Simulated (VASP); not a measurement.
Write the native input for VASP 6.6.1 that does the following.

```yaml
Task: single point
Functional: LDA
Potentials_or_basis: VASP PAW LDA potentials, release 64 (Zn)
Cutoff: 520 eV
k_mesh: 9 × 9 × 4
Occupations: gaussian, width 0.02 eV
Spin: no spin polarisation
Dipole_correction: no
Further_INCAR_settings: ALGO = Normal; EDIFF = 1e-06; NBANDS = 19
```

The structure of Zn lies in POSCAR:

```
Zn
1.0
    2.5918346045      0.0000000000      0.0000000000
   -1.2959173022      2.2445946099      0.0000000000
    0.0000000000      0.0000000000      4.6201574748
Zn
2
Direct
    0.3333333333      0.6666666667      0.2500000000
    0.6666666667      0.3333333333      0.7500000000
```

One way to write it, as run:

INCAR

```
PREC     = Accurate       # precision mode
ENCUT    = 520            # plane-wave cutoff, eV
EDIFF    = 1E-6           # SCF threshold, eV
ISMEAR   = 0              # smearing method
SIGMA    = 0.02           # smearing width, eV
LREAL    = F              # projectors in reciprocal space
LASPH    = T              # aspherical terms in the spheres
NELM     = 80             # most SCF steps
ALGO     = Normal         # electronic algorithm
ISIF     = 2              # what is computed and relaxed
LWAVE    = F              # write WAVECAR
LCHARG   = F              # write CHGCAR
NBANDS   = 19             # bands
```

KPOINTS

```
Automatic mesh
0
Gamma
  9 9 4
```

Potentials or basis: VASP PAW LDA potentials, release 64 (Zn).

Command:

```sh
$ cat potpaw_LDA.64/Zn/POTCAR > POTCAR
$ mpirun -np 1 vasp_std > vasp.out
```

It gave:

The pressure is 0.7 GPa and the band gap on the k mesh is zero (band 12 reaches 4.61 eV, above the bottom of band 13 at 1.36 eV).

Run time: 14 s on 1 thread of Intel Xeon 8259CL, on a shared host, peak memory 0.13 GiB.
